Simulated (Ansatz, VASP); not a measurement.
## SnSe: VASP beside Ansatz

File POSCAR:

```
SnSe
1.0
    0.0000000000      3.0496098055      3.0496098055
    3.0496098055      0.0000000000      3.0496098055
    3.0496098055      3.0496098055      0.0000000000
Sn Se
1 1
Direct
    0.0000000000      0.0000000000      0.0000000000
    0.5000000000      0.5000000000      0.5000000000
```

File INCAR.step1:

```
SYSTEM = SnSe
PREC     = Accurate       ! precision mode
ENCUT    = 520            ! plane-wave cutoff, eV
ISMEAR   = -1             ! smearing method
SIGMA    = 0.05           ! smearing width, eV
LREAL    = .False.        ! projectors in reciprocal space
LASPH    = .True.         ! aspherical terms in the spheres
NELM     = 80             ! most SCF steps
NBANDS   = 17             ! bands
GGA      = PE             ! functional
ALGO     = Normal         ! electronic algorithm
EDIFF    = 1E-4           ! SCF threshold, eV
LWAVE    = .True.         ! write WAVECAR
LCHARG   = .False.        ! write CHGCAR
```

File INCAR.step2:

```
SYSTEM = SnSe
PREC     = Accurate       ! precision mode
ENCUT    = 520            ! plane-wave cutoff, eV
EDIFF    = 1E-6           ! SCF threshold, eV
ISMEAR   = -1             ! smearing method
SIGMA    = 0.05           ! smearing width, eV
LREAL    = .False.        ! projectors in reciprocal space
LASPH    = .True.         ! aspherical terms in the spheres
NELM     = 80             ! most SCF steps
ALGO     = Normal         ! electronic algorithm
ISIF     = 2              ! what is computed and relaxed
LWAVE    = .False.        ! write WAVECAR
LCHARG   = .False.        ! write CHGCAR
METAGGA  = R2SCAN         ! meta-GGA
LMIXTAU  = .True.       
IVDW     = 13             ! dispersion correction
VDW_S6   = 1.0          
VDW_S8   = 0.6018749    
VDW_A1   = 0.51559235   
VDW_A2   = 5.77342911   
NBANDS   = 17             ! bands
ISTART   = 1
```

The input KPOINTS:

```
regular mesh
0
Gamma
  8 8 8
  0 0 0
```

Contents of input.yaml:

```yaml
crystal:
  lattice:
    - [0.0, 3.0496098055, 3.0496098055]
    - [3.0496098055, 0.0, 3.0496098055]
    - [3.0496098055, 3.0496098055, 0.0]
  atoms:
    - { symbol: Sn, position: [0.0, 0.0, 0.0] }
    - { symbol: Se, position: [0.5, 0.5, 0.5] }
hamiltonian:
  xc: r2scan
  pseudopotentials: { kind: paw }
  dispersion: d4
kpoints:
  mp_grid: { grid: [8, 8, 8] }
scf:
  occupations: { method: fermi_dirac, width: 0.05 }
output:
  forces: true
  stress: true
  eigenvalues: true
```

Alike in both runs: task single point; functional r2SCAN; dispersion D4; k mesh 8 × 8 × 8; occupations fermi-dirac, width 0.05 eV; no spin polarisation.

```csv
,VASP,Ansatz
version,VASP 6.6.1,Ansatz 0.2.0
potentials or method,"VASP PAW PBE potentials, release 64 (Sn_d, Se)",Ansatz PAW
plane-wave cutoff (eV),520,500
valence electrons in the cell,20,30
```

|  | VASP | Ansatz | Ansatz less VASP |
| --- | --- | --- | --- |
| gap on the k mesh at the Fermi level (eV) | 0.28 | 0.28 | 0.000 |
| least direct gap on the mesh (eV) | 0.28 | 0.28 | 0.000 |
| pressure (GPa) | -2.0 | -2.0 | +0.01 |

VASP's potentials were made for PBE, not for r2SCAN. VASP's potentials hold 20 valence electrons a cell and Ansatz's 30, so a difference there can come from the potentials and not from the codes.
